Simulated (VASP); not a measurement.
Wanted: the native input for a VASP 6.6.1 run.

| Quantity | Value |
| --- | --- |
| Task | single point |
| Functional | PBE |
| Potentials or basis | VASP PAW PBE potentials, release 64 (Mg, Be, S) |
| Cutoff | 520 eV |
| k mesh | 4 × 4 × 4 |
| Occupations | gaussian, width 0.1 eV |
| Spin | no spin polarisation |
| Dipole correction | no |
| Further INCAR settings | ALGO = Normal; EDIFF = 1e-06; NBANDS = 21 |

The structure of MgBe2S3 lies in POSCAR:

```
MgBe2S3
1.0
    4.0165731500      0.0000000000      0.0000000000
    0.0000000000      4.0165731500      0.0000000000
    0.0000000000      0.0000000000      6.0964910800
Mg Be S
1 2 3
Direct
    0.0000000000      0.0000000000      0.0000000000
    0.5000000000      0.0000000000      0.5000000000
    0.0000000000      0.5000000000      0.5000000000
    0.5000000000      0.5000000000      0.7763906100
    0.5000000000      0.5000000000      0.2236093900
    0.5000000000      0.5000000000      0.5000000000
```

The input as run:

INCAR

```
SYSTEM = MgBe2S3
PREC = Accurate ; ENCUT = 520
EDIFF = 1E-6 ; ISMEAR = 0
SIGMA = 0.1 ; LREAL = .FALSE.
LASPH = .TRUE. ; NELM = 60
ALGO = Normal ; ISIF = 2
LWAVE = .FALSE. ; LCHARG = .TRUE.
GGA = PE ; LELF = .TRUE.
LVHAR = .TRUE. ; NBANDS = 21
```

KPOINTS

```
regular mesh
0
G
  4 4 4
  0 0 0
```

Potentials or basis: VASP PAW PBE potentials, release 64 (Mg, Be, S).

The run is started by

```bash
$ cat potpaw_PBE.64/Mg/POTCAR potpaw_PBE.64/Be/POTCAR potpaw_PBE.64/S/POTCAR > POTCAR
$ mpirun -np 1 vasp_std > vasp.out
```

It gave:

```yaml
Pressure: 32.6 GPa
Largest_force: 18.283 eV/Å
Band_gap_on_the_k_mesh: zero (band 12 reaches 6.16 eV, above the bottom of band 13 at 5.31 eV)
```

Caveat: the k points lie up to 0.39 Å⁻¹ apart; forces of over 1 eV/Å act on the atoms, so gaps and moduli don't describe the material at rest.

It took 14 s on 1 thread of Intel(R) Xeon(R) 6975P-C (Granite Rapids), with other jobs on the host, peak memory 0.2 GiB.
